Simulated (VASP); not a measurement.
# Ni (P6_3/mmc) in VASP: single point with PBEsol

Aim: the single point of Ni with PBEsol.

Everything below comes from runs of VASP 6.6.1. Logs are shortened: lines on timing, memory, paths and dates and some standing lists are left out, and cuts for length are marked.

## (1) The cell of the first run

Symmetry: P6_3/mmc, No. 194, hexagonal system. Conventional cell: a = 2.449 Å, b = 2.449 Å, c = 4.015 Å, α = 90.00°, β = 90.00°, γ = 120.00°. Within 3.2 Å of Ni (site symmetry -6m2) lie 12 Ni at 2.45 to 2.46 Å.

This isn't the form of Ni at room conditions, which is fcc.

## (2) Single point, PBEsol, collinear spin, ferromagnetic start

File POSCAR:

```
Ni
1.0
    2.4491343427      0.0000000000      0.0000000000
   -1.2245671714      2.1210125581      0.0000000000
    0.0000000000      0.0000000000      4.0151071136
Ni
2
Direct
    0.3333333333      0.6666666667      0.2500000000
    0.6666666667      0.3333333333      0.7500000000
```

File INCAR.step1:

```
ALGO = Normal
EDIFF = 1E-6
ENCUT = 520
GGA = PS
ISIF = 2
ISMEAR = -1
ISPIN = 2
LASPH = T
LCHARG = T
LMAXMIX = 4
LREAL = F
LWAVE = F
MAGMOM = 1 1
NBANDS = 21
NELM = 150
PREC = Accurate
SIGMA = 0.1
```

File KPOINTS.step1:

```
k-points
0
Gamma
  18 18 10
```

File INCAR.step2:

```
ALGO = Normal
EDIFF = 1E-6
ENCUT = 520
GGA = PS
ICHARG = 11
ISIF = 2
ISMEAR = -5
ISPIN = 2
LASPH = T
LCHARG = F
LMAXMIX = 4
LORBIT = 10
LREAL = F
LWAVE = F
MAGMOM = 1 1
NEDOS = 1001
NELM = 150
PREC = Accurate
SIGMA = 0.1
```

File KPOINTS.step2:

```
k-points
0
Gamma
  27 27 15
```

Potentials or basis: VASP PAW PBE potentials, release 64 (Ni).

The run is started by

```console
> cat potpaw_PBE.64/Ni/POTCAR > POTCAR
> cp INCAR.step1 INCAR
> cp KPOINTS.step1 KPOINTS
> mpirun -np 1 vasp_std > vasp.out
> cp INCAR.step2 INCAR
> cp KPOINTS.step2 KPOINTS
> mpirun -np 1 vasp_std > vasp.out
```

OUTCAR:

```text
EDIFF = 1E-6
   ENCUT = 520
   GGA = PS
   ICHARG = 11
   ISIF = 2
   ISMEAR = -5
   ISPIN = 2
   LASPH = T
   LORBIT = 10
   LREAL = F
   NELM = 150
   PREC = Accurate

 ion  position               nearest neighbor table
   1  0.333  0.667  0.250-   2 2.46   2 2.46   2 2.46   2 2.46   2 2.46   2 2.46
   2  0.667  0.333  0.750-   1 2.46   1 2.46   1 2.46   1 2.46   1 2.46   1 2.46

  LATTYP: Found a hexagonal cell.
 ALAT       =     2.4491343427
 C/A-ratio  =     1.6393984779

  Lattice vectors:

 A1 = (   2.4491343427,   0.0000000000,   0.0000000000)
 A2 = (  -1.2245671714,   2.1210125581,   0.0000000000)
 A3 = (   0.0000000000,   0.0000000000,   4.0151071136)

Analysis of symmetry for initial positions (statically):
=====================================================================
 Subroutine PRICEL returns:
 Original cell was already a primitive cell.

 Routine SETGRP: Setting up the symmetry group for a
 hexagonal supercell.

 Subroutine GETGRP returns: Found 24 space group operations
 (whereof 12 operations were pure point group operations)
 out of a pool of 24 trial point group operations.

The static configuration has the point symmetry D_3d.
 The point group associated with its full space group is D_6h.

Analysis of symmetry for dynamics (positions and initial velocities):
=====================================================================
 Subroutine PRICEL returns:
 Original cell was already a primitive cell.

 Routine SETGRP: Setting up the symmetry group for a
 hexagonal supercell.

 Subroutine GETGRP returns: Found 24 space group operations
 (whereof 12 operations were pure point group operations)
 out of a pool of 24 trial point group operations.

The dynamic configuration has the point symmetry D_3d.
 The point group associated with its full space group is D_6h.

Analysis of structural, dynamic, and magnetic symmetry:
=====================================================================
 Subroutine PRICEL returns:
 Original cell was already a primitive cell.

 Routine SETGRP: Setting up the symmetry group for a
 hexagonal supercell.

 Subroutine GETGRP returns: Found 24 space group operations
 (whereof 12 operations were pure point group operations)
 out of a pool of 24 trial point group operations.

The overall configuration has the point symmetry D_3d.
 The point group associated with its full space group is D_6h.

 Subroutine INISYM returns: Found 24 space group operations
 (whereof 12 operations are pure point group operations),
 and found     1 'primitive' translations

----------------------------------------------------------------------------------------

                                     Primitive cell

  volume of cell :      20.8571

  direct lattice vectors                    reciprocal lattice vectors
     2.449134343  0.000000000  0.000000000     0.408307532  0.235736464  0.000000000
    -1.224567171  2.121012558  0.000000000     0.000000000  0.471472927  0.000000000
     0.000000000  0.000000000  4.015107114     0.000000000  0.000000000  0.249059358

  length of vectors
     2.449134343  2.449134343  4.015107114     0.471472927  0.471472927  0.249059358

  position of ions in fractional coordinates (direct lattice)
     0.333333333  0.666666667  0.250000000
     0.666666667  0.333333333  0.750000000

  ion indices of the primitive-cell ions
   primitive index   ion index
                 1           1
                 2           2

----------------------------------------------------------------------------------------

 KPOINTS: k-points

Automatic generation of k-mesh.
 Grid dimensions read from file:
 generate k-points for:   27   27   15

 Generating k-lattice:

  Cartesian coordinates                     Fractional coordinates (reciprocal lattice)
     0.015122501  0.008730980  0.000000000     0.037037037  0.000000000  0.000000000
     0.000000000  0.017461960  0.000000000     0.000000000  0.037037037  0.000000000
     0.000000000  0.000000000  0.016603957     0.000000000  0.000000000  0.066666667

  Length of vectors
     0.017461960  0.017461960  0.016603957

  Shift w.r.t. Gamma in fractional coordinates (k-lattice)
[... 38 lines left out ...]
   total plane-waves  NPLWV =   9720
   dimension x,y,z NGX =    18 NGY =   18 NGZ =   30
   dimension x,y,z NGXF=    36 NGYF=   36 NGZF=   60
   ions per type =               2
   NGX,Y,Z   is equivalent  to a cutoff of  12.22, 12.22, 12.42 a.u.
   NGXF,Y,Z  is equivalent  to a cutoff of  24.44, 24.44, 24.84 a.u.
 SYSTEM =  unknown system
   PREC   = accura    normal or accurate (medium, high low for compatibility)
   ISTART =      0    job   : 0-new  1-cont  2-samecut
   ICHARG =     11    charge: 1-file 2-atom 10-const
   ISPIN  =      2    spin polarized calculation?
   LNONCOLLINEAR =      F non collinear calculations
   LSORBIT =      F    spin-orbit coupling
   LASPH  =      T    aspherical Exc in radial PAW
   ENCUT  =  520.0 eV  38.22 Ry    6.18 a.u.   4.55  4.55  7.47*2*pi/ulx,y,z
   NELM   =    150;   NELMIN=  2; NELMDL=  0     # of ELM steps
   EDIFF  = 0.1E-05   stopping-criterion for ELM
   LREAL  =      F    real-space projection
   EDIFFG = 0.1E-04   stopping-criterion for IOM
   NSW    =      0    number of steps for IOM
   IBRION =     -1    ionic relax: 0-MD 1-quasi-New 2-CG
   NFREE  =      0    steps in history (QN), initial steepest desc. (CG)
   ISIF   =      2    stress and relaxation
   ISYM   =      2    0-nonsym 1-usesym 2-fastsym
   POTIM  = 0.5000    time-step for ionic-motion
   TEBEG  =    0.0;   TEEND  =   0.0 temperature during run
   PSTRESS=    0.0 pullay stress
   NELECT =      20.0000    total number of electrons
   NUPDOWN=      -1.0000    fix difference up-down
   EMIN   =  10.00;   EMAX   =-10.00  energy-range for DOS
   EFERMI =   0.00;   METHOD = LEGACY
   ISMEAR =    -5;   SIGMA  =   0.10  broadening in eV -4-tet -1-fermi 0-gaus
   EFERMI_NEDOS =   21; number of points for ismear=-14 and -15
   IALGO  =     38    algorithm
   IMIX   =      4    mixing-type and parameters
     AMIX     =   0.40;   BMIX     =  1.00
     AMIX_MAG =   1.60;   BMIX_MAG =  1.00
  volume/ion in A,a.u.               =      10.43        70.38
  Fermi-wavevector in a.u.,A,eV,Ry     =   1.614360  3.050699 35.458954  2.606160
  Thomas-Fermi vector in A             =   2.709282
   LORBIT       =     10    0 simple, 1 ext, 2 COOP (PROOUT), +10 PAW based schemes
   GGA     = PS    functional components
   LHFCALC =     F    Hartree Fock is set to
   AEXX    =    0.0000 exact exchange contribution
   IVDW    =     0    specifies the selected vdW correction
   LEPSILON=     F    determine dielectric tensor
   LRPA    =     F    only Hartree local field effects (RPA)
 spin polarized calculation
 Fermi weights with tetrahedron method with Bloechl corrections
  energy-cutoff  :      520.00
  volume of cell :       20.86
 maximum number of plane-waves:       578

 number of electron      19.9999985 magnetization       1.2033130

 Free energy of the ion-electron system (eV)
  ---------------------------------------------------
  ext. energy  EPLUGINS =         0.00000000
  ---------------------------------------------------
  free energy    TOTEN  =       -12.21702636 eV

  energy without entropy =      -12.21702636  energy(sigma->0) =      -12.21702636

 E-fermi :   9.8288     XC(G=0): -13.6871

 val. band max:        9.8760164168   @ k =   0.4444  -0.0000   0.3333
 cond. band min:       9.8012256135   @ k =   0.0000   0.0000   0.1333
 fundamental gap:     -0.0747908033
 Fermi energy:         9.8288142326

 spin component 1

 k-point     1 :       0.0000    0.0000    0.0000
  band No.  band energies     occupation
      1       0.4383      1.00000
      2       4.7347      1.00000
      3       7.2967      1.00000
      4       7.3974      1.00000
      5       7.3974      1.00000
      6       7.6849      1.00000
      7       7.6849      1.00000
      8       8.1106      1.00000
      9       8.1106      1.00000
     10       9.1188      1.00000
     11       9.1188      1.00000
     12       9.3355      1.00000
     13      15.7183      0.00000
     14      32.7633      0.00000
[... 403 lines left out ...]
      4       6.9022      1.00000
      5       7.3705      1.00000
      6       7.5206      1.00000
      7       7.5865      1.00000
      8       9.0242      1.00000
      9       9.0718      1.00000
     10       9.2942      1.00000
     11       9.5923      0.96819
     12      15.5703      0.00000
     13      17.3592      0.00000
     14      18.9594      0.00000
     15      25.0412      0.00000

 [... further k-points ...]

 spin component 2

 k-point     1 :       0.0000    0.0000    0.0000
  band No.  band energies     occupation
      1       0.4335      1.00000
      2       5.1084      1.00000
      3       7.9432      1.00000
      4       8.0253      1.00000
      5       8.0253      1.00000
      6       8.3309      1.00000
      7       8.3309      1.00000
      8       8.7637      1.00000
      9       8.7637      1.00000
     10       9.3126      1.00000
     11       9.8125      1.00000
     12       9.8125      0.03766
     13      16.1059      0.00000
     14      32.6718      0.00000
[... 403 lines left out ...]
      4       7.2887      1.00000
      5       7.9731      1.00000
      6       8.0942      1.00000
      7       8.1972      1.00000
      8       9.7290      1.03114
      9       9.7693      0.88491
     10       9.9981     -0.00048
     11      10.2127      0.00000
     12      15.8128      0.00000
     13      17.5625      0.00000
     14      19.1547      0.00000
     15      25.1709      0.00000

 [... further k-points ...]
[... 5 lines left out ...]
  --------------------------------------------------------------------------------------
  -------------------------------------------------------------------------------------
  Total       -0.4029840     -0.4029840     -0.3064876      0.0000000      0.0000000      0.0000000
  in kB      -30.9560386    -30.9560386    -23.5434749      0.0000000      0.0000000      0.0000000
  external PRESSURE =     -28.4851841 kB  Pullay stress =       0.0000000 kB

 VOLUME and BASIS-vectors are now :
 -----------------------------------------------------------------------------
  energy-cutoff  :      520.00
  volume of cell :       20.86
      direct lattice vectors                 reciprocal lattice vectors
     2.449134343  0.000000000  0.000000000     0.408307532  0.235736464  0.000000000
    -1.224567171  2.121012558  0.000000000     0.000000000  0.471472927  0.000000000
     0.000000000  0.000000000  4.015107114     0.000000000  0.000000000  0.249059358

 POSITION                                       TOTAL-FORCE (eV/Angst)
 -----------------------------------------------------------------------------------
     -0.00000      1.41401      1.00378        -0.000000      0.000000      0.000000
      1.22457      0.70700      3.01133         0.000000     -0.000000     -0.000000
 -----------------------------------------------------------------------------------
    total drift:                                0.000000     -0.000000     -0.000000

  FREE ENERGIE OF THE ION-ELECTRON SYSTEM (eV)
  ---------------------------------------------------
  free  energy   TOTEN  =       -12.2170263600 eV

  energy  without entropy=      -12.2170263600  energy(sigma->0) =      -12.21702636

 total charge

# of ion       s       p       d       tot
------------------------------------------
    1        0.518   0.541   8.335   9.393
    2        0.518   0.541   8.335   9.393
--------------------------------------------------
tot          1.035   1.082  16.669  18.786

 magnetization (x)

# of ion       s       p       d       tot
------------------------------------------
    1       -0.005  -0.024   0.644   0.616
    2       -0.005  -0.024   0.644   0.616
--------------------------------------------------
tot         -0.010  -0.047   1.289   1.232
```

Run time: 8.1 min. Hardware: 1 thread of Intel Xeon 8259CL, shared host; peak memory 0.4 GiB.

What came out:

```yaml
Net_moment: 1.20 μB per cell
Site_moments: Ni +0.62 μB
Valence_electrons_inside_the_program's_atomic_spheres: Ni 9.39
```

Caveat: the PAW data sets were made with another functional, which shifts forces and pressure a little.
